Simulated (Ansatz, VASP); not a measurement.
**C: VASP beside Ansatz**

```
C
1.0
    -0.81178    0.81178    4.07164
     0.81178   -0.81178    4.07164
     0.81178    0.81178   -4.07164
C
1
Direct
  0.50000 0.50000 0.00000
```

Alike in both runs: functional PBE; k mesh 46 × 46 × 46; occupations gaussian, width 0.1 eV; no spin polarisation.

Ansatz relaxed the structure, and its values are those at the end. VASP's run is a single point on that final structure, the one shown.

```csv
,VASP,Ansatz
version,VASP 6.6.1,Ansatz 0.2.0
potentials or method,"VASP PAW PBE potentials, release 64 (C), cutoff 520 eV","scalar-relativistic, plane waves, PAW"
valence electrons in the cell,4,4
```

```tsv
	VASP	Ansatz	Ansatz less VASP
gap on the k mesh at the Fermi level (eV)	none	none	-
pressure (GPa)	0.2	0.0	-0.16
```

A gap of «none» marks a metal or a gap that the smearing closes.
